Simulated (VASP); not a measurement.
Here is a VASP 6.6.1 calculation.

The input INCAR:

```
SYSTEM = Hg
PREC = Accurate ; ENCUT = 520
EDIFF = 1E-6 ; ISMEAR = -1
SIGMA = 0.1 ; LREAL = .FALSE.
LASPH = .TRUE. ; NELM = 60
ALGO = Normal ; ISIF = 2
LWAVE = .FALSE. ; LCHARG = .TRUE.
GGA = PE ; LELF = .TRUE.
LVHAR = .TRUE. ; NBANDS = 12
```

The input KPOINTS:

```
Automatic mesh
0
G
  17 17 17
  0 0 0
```

The input POSCAR:

```
Hg
1.0
    2.0503096100      1.1837468053      1.9480496510
   -2.0503096100      1.1837468053      1.9480496510
    0.0000000000     -2.3674936106      1.9480496510
Hg
1
Direct
    0.0000000000      1.0000000000      0.0000000000
```

Potentials or basis: VASP PAW PBE potentials, release 64 (Hg).

Launch:

```bash
$ cat potpaw_PBE.64/Hg/POTCAR > POTCAR
$ mpirun -np 1 vasp_std > vasp.out
```

(1) Predict the pressure.

(2) What does it give for the band gap on the k mesh?

Results:

(1) 0.9 GPa.

(2) zero (bands 6 and 7 overlap by 3.97 eV).

Caveat: spin-orbit coupling is left out, which moves the levels of the heavy elements.
